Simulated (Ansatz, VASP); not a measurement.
**One calculation of Mo, two programs**

```xyz
1
Lattice="2.6817 0.0000 0.0000 0.0000 2.6817 0.0000 0.0000 0.0000 2.6817" Properties=species:S:1:pos:R:3 pbc="T T T"
Mo    0.0000    0.0000    0.0000
```

Alike in both runs: task single point; functional revPBE; k mesh 14 × 14 × 14; occupations fermi-dirac, width 0.1 eV; no spin polarisation.

|  | VASP | Ansatz |
| --- | --- | --- |
| version | VASP 6.6.1 | Ansatz 0.2.0 |
| potentials or method | VASP PAW PBE potentials, release 64 (Mo_sv), cutoff 520 eV | plane waves (420 eV) with PAW, scalar-relativistic |
| valence electrons in the cell | 14 | 14 |

```csv
,VASP,Ansatz,Ansatz less VASP
pressure (GPa),-12.3,-12.6,-0.30
```

VASP's potentials were made for PBE, not for revPBE.
